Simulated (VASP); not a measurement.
# CO2 (P4_2/mnm) in VASP: notebook, part 2 of 2

VASP 6.6.1. The steps go on from the part before.

## (4) Single point, PBE

This run uses another cell than the first one, of 18.96 Å³/atom, 1.358 times its volume.

Input file INCAR:

```
SYSTEM = CO2
ALGO = Normal ; EDIFF = 1E-7
ENCUT = 520 ; GGA = PE
ISIF = 2 ; ISMEAR = 0
LASPH = .TRUE. ; LCHARG = .FALSE.
LREAL = .FALSE. ; LWAVE = .FALSE.
NBANDS = 25 ; NELM = 80
PREC = Accurate ; SIGMA = 0.02
```

Input file KPOINTS:

```
k-points
0
G
  6 6 6
  0 0 0
```

Input file POSCAR:

```
CO2
1.0
    4.7534743958      0.0000000000      0.0000000000
    0.0000000000      4.7534743958      0.0000000000
    0.0000000000      0.0000000000      5.0334543238
C O
2 4
Direct
    0.5000000000      0.5000000000      0.5000000000
    0.0000000000      0.0000000000      0.0000000000
    0.3259760135      0.6740239865      0.5000000000
    0.6740239865      0.3259760135      0.5000000000
    0.1740239865      0.1740239865      0.0000000000
    0.8259760135      0.8259760135      0.0000000000
```

Potentials or basis: VASP PAW PBE potentials, release 64 (C, O).

On the command line:

```sh
$ cat potpaw_PBE.64/C/POTCAR potpaw_PBE.64/O/POTCAR > POTCAR
$ mpirun -np 1 vasp_std > vasp.out
```

OUTCAR:

```text
SYSTEM = CO2
   EDIFF = 1E-7
   ENCUT = 520
   GGA = PE
   ISIF = 2
   ISMEAR = 0
   LASPH = .TRUE.
   LREAL = .FALSE.
   NELM = 80
   PREC = Accurate

 ion  position               nearest neighbor table
   1  0.500  0.500  0.500-   3 1.17   4 1.17
   2  0.000  0.000  0.000-   5 1.17   6 1.17
   3  0.326  0.674  0.500-   1 1.17
   4  0.674  0.326  0.500-   1 1.17
   5  0.174  0.174  0.000-   2 1.17
   6  0.826  0.826  0.000-   2 1.17

  LATTYP: Found a simple tetragonal cell.
 ALAT       =     4.7534743958
 C/A-ratio  =     1.0589000602

  Lattice vectors:

 A1 = (   4.7534743958,   0.0000000000,   0.0000000000)
 A2 = (   0.0000000000,   4.7534743958,   0.0000000000)
 A3 = (   0.0000000000,   0.0000000000,   5.0334543238)

Analysis of symmetry for initial positions (statically):
=====================================================================
 Subroutine PRICEL returns:
 Original cell was already a primitive cell.

 Routine SETGRP: Setting up the symmetry group for a
 simple tetragonal supercell.

 Subroutine GETGRP returns: Found 16 space group operations
 (whereof  8 operations were pure point group operations)
 out of a pool of 16 trial point group operations.

The static configuration has the point symmetry D_2h.
 The point group associated with its full space group is D_4h.

Analysis of symmetry for dynamics (positions and initial velocities):
=====================================================================
 Subroutine PRICEL returns:
 Original cell was already a primitive cell.

 Routine SETGRP: Setting up the symmetry group for a
 simple tetragonal supercell.

 Subroutine GETGRP returns: Found 16 space group operations
 (whereof  8 operations were pure point group operations)
 out of a pool of 16 trial point group operations.

[... 122 lines left out ...]
   EMIN   =  10.00;   EMAX   =-10.00  energy-range for DOS
   EFERMI =   0.00;   METHOD = LEGACY
   ISMEAR =     0;   SIGMA  =   0.02  broadening in eV -4-tet -1-fermi 0-gaus
   EFERMI_NEDOS =   21; number of points for ismear=-14 and -15
   IALGO  =     38    algorithm
   IMIX   =      4    mixing-type and parameters
     AMIX     =   0.40;   BMIX     =  1.00
     AMIX_MAG =   1.60;   BMIX_MAG =  1.00
  volume/ion in A,a.u.               =      18.96       127.92
  Fermi-wavevector in a.u.,A,eV,Ry     =   1.072742  2.027189 15.657254  1.150776
  Thomas-Fermi vector in A             =   2.208521
   LORBIT       =      0    0 simple, 1 ext, 2 COOP (PROOUT), +10 PAW based schemes
   GGA     = PE    functional components
   LHFCALC =     F    Hartree Fock is set to
   AEXX    =    0.0000 exact exchange contribution
   IVDW    =     0    specifies the selected vdW correction
   LEPSILON=     F    determine dielectric tensor
   LRPA    =     F    only Hartree local field effects (RPA)
 non-spin polarized calculation
 Gauss-broadening in eV      SIGMA  =   0.02
  energy-cutoff  :      520.00
  volume of cell :      113.73
 maximum number of plane-waves:      3104
 NGX is ok and might be reduce to    36
   NGX = 17   NGY = 17   NGZ = 19

 number of electron      32.0000019 magnetization

 Free energy of the ion-electron system (eV)
  ---------------------------------------------------
  ext. energy  EPLUGINS =         0.00000000
  ---------------------------------------------------
  free energy    TOTEN  =       -46.10947533 eV

  energy without entropy =      -46.10947533  energy(sigma->0) =      -46.10947533

 E-fermi :  -4.7309     XC(G=0):  -6.7802

 val. band max:       -4.8520820258   @ k =   0.5000   0.5000   0.5000
 cond. band min:       1.6537443454   @ k =   0.0000   0.0000   0.0000
 fundamental gap:      6.5058263712
 Fermi energy:        -4.7308546477

 k-point     1 :       0.0000    0.0000    0.0000
  band No.  band energies     occupation
      1     -25.2693      2.00000
      2     -25.1679      2.00000
      3     -24.1991      2.00000
      4     -24.1991      2.00000
      5      -9.9420      2.00000
      6      -9.8030      2.00000
[... 661 lines left out ...]
     24       6.9385      0.00000
     25       9.3104      0.00000

 [... further k-points ...]
[... 5 lines left out ...]
  --------------------------------------------------------------------------------------
  -------------------------------------------------------------------------------------
  Total        1.3455965      1.3455965     -0.1651550     -0.0000000      0.0000000      0.0000000
  in kB       18.9555762     18.9555762     -2.3265577     -0.0000000      0.0000000      0.0000000
  external PRESSURE =      11.8615315 kB  Pullay stress =       0.0000000 kB

 VOLUME and BASIS-vectors are now :
 -----------------------------------------------------------------------------
  energy-cutoff  :      520.00
  volume of cell :      113.73
      direct lattice vectors                 reciprocal lattice vectors
     4.753474396  0.000000000  0.000000000     0.210372439  0.000000000  0.000000000
     0.000000000  4.753474396  0.000000000     0.000000000  0.210372439  0.000000000
     0.000000000  0.000000000  5.033454324     0.000000000  0.000000000  0.198670721

 POSITION                                       TOTAL-FORCE (eV/Angst)
 -----------------------------------------------------------------------------------
      2.37674      2.37674      2.51673        -0.000000      0.000000      0.000000
      0.00000      0.00000      0.00000        -0.000000      0.000000      0.000000
      1.54952      3.20396      2.51673        -0.446581      0.446581     -0.000000
      3.20396      1.54952      2.51673         0.446581     -0.446581      0.000000
      0.82722      0.82722      0.00000         0.446581      0.446581     -0.000000
      3.92626      3.92626      0.00000        -0.446581     -0.446581      0.000000
 -----------------------------------------------------------------------------------
    total drift:                                0.000000      0.000000      0.000000

  FREE ENERGIE OF THE ION-ELECTRON SYSTEM (eV)
  ---------------------------------------------------
  free  energy   TOTEN  =       -46.1094753285 eV

  energy  without entropy=      -46.1094753285  energy(sigma->0) =      -46.10947533
```

OSZICAR:

```text
N       E                     dE             d eps       ncg     rms          rms(c)
DAV:   1     0.194913230649E+03    0.19491E+03   -0.15784E+04  2000   0.113E+03
DAV:   2    -0.348826999200E+02   -0.22980E+03   -0.22076E+03  2923   0.272E+02
DAV:   3    -0.492933761503E+02   -0.14411E+02   -0.14330E+02  2410   0.703E+01
DAV:   4    -0.494280152718E+02   -0.13464E+00   -0.13453E+00  2406   0.797E+00
DAV:   5    -0.494297533022E+02   -0.17380E-02   -0.17376E-02  2511   0.881E-01    0.135E+01
DAV:   6    -0.463884953245E+02    0.30413E+01   -0.81004E+00  2486   0.199E+01    0.622E+00
DAV:   7    -0.461790847413E+02    0.20941E+00   -0.43970E-01  2236   0.466E+00    0.346E+00
DAV:   8    -0.461159519004E+02    0.63133E-01   -0.31314E-01  2518   0.334E+00    0.783E-01
DAV:   9    -0.461090963059E+02    0.68556E-02   -0.22702E-02  2368   0.105E+00    0.338E-01
DAV:  10    -0.461093414483E+02   -0.24514E-03   -0.50137E-03  2361   0.461E-01    0.565E-02
DAV:  11    -0.461094584805E+02   -0.11703E-03   -0.90063E-05  2155   0.714E-02    0.207E-02
DAV:  12    -0.461094754486E+02   -0.16968E-04   -0.15827E-05  2295   0.310E-02    0.397E-03
DAV:  13    -0.461094754634E+02   -0.14718E-07   -0.11400E-06  2338   0.824E-03    0.167E-03
DAV:  14    -0.461094753036E+02    0.15970E-06   -0.16192E-07  1751   0.307E-03    0.504E-04
DAV:  15    -0.461094753285E+02   -0.24809E-07   -0.61095E-08  1565   0.160E-03
   1 F= -.46109475E+02 E0= -.46109475E+02  d E =-.487096E-19
```

stdout:

```text
POSCAR found type information on POSCAR C O
 POSCAR found :  2 types and       6 ions
 scaLAPACK will be used
 LDA part: xc-table for (Slater+PW92), standard interpolation
 POSCAR, INCAR and KPOINTS ok, starting setup
 FFT: planning ... GRIDC
 FFT: planning ... GRID_SOFT
 FFT: planning ... GRID
 WAVECAR not read
 entering main loop
```

Wall time 70 s (1 thread of Intel Xeon Platinum 8375C at 2.90GHz (Ice Lake), shared host); peak memory 0.25 GiB.

What came out:

```yaml
Free_energy: -46.1095 eV
Pressure: 1.2 GPa
Largest_force: 0.632 eV/Å
Band_gap_on_the_k_mesh: 6.51 eV, indirect (least direct gap 6.69 eV)
```

Forces in eV/Å, atoms in the order of the input:
```
C    0.000  0.000  0.000
C    0.000  0.000  0.000
O   -0.447  0.447  0.000
O    0.447 -0.447  0.000
O    0.447  0.447  0.000
O   -0.447 -0.447  0.000
```

A k mesh can miss the band edges. A hybrid or GW would open this gap; PBE tends to underestimate it.

## (5) The runs side by side

```csv
cell,k mesh,smearing,gap on the mesh (eV),pressure (GPa),largest force (eV/Å)
"a = 4.227, b = 4.227, c = 4.688 Å, 6 atoms",4 × 4 × 4,gaussian 0.1 eV,6.57,4.1,0.78
"a = 4.736, b = 4.736, c = 5.047 Å, 6 atoms",6 × 6 × 6,gaussian 0.02 eV,6.50,1.2,0.63
"a = 4.753, b = 4.753, c = 5.033 Å, 6 atoms",6 × 6 × 6,gaussian 0.02 eV,6.51,1.2,0.63
```

Alike in all rows: task single point; level PBE; potentials or basis VASP PAW PBE potentials, release 64 (C, O); no spin polarisation; cutoff (eV) 520.

Absolute energies hang on the potentials; compare differences alone.
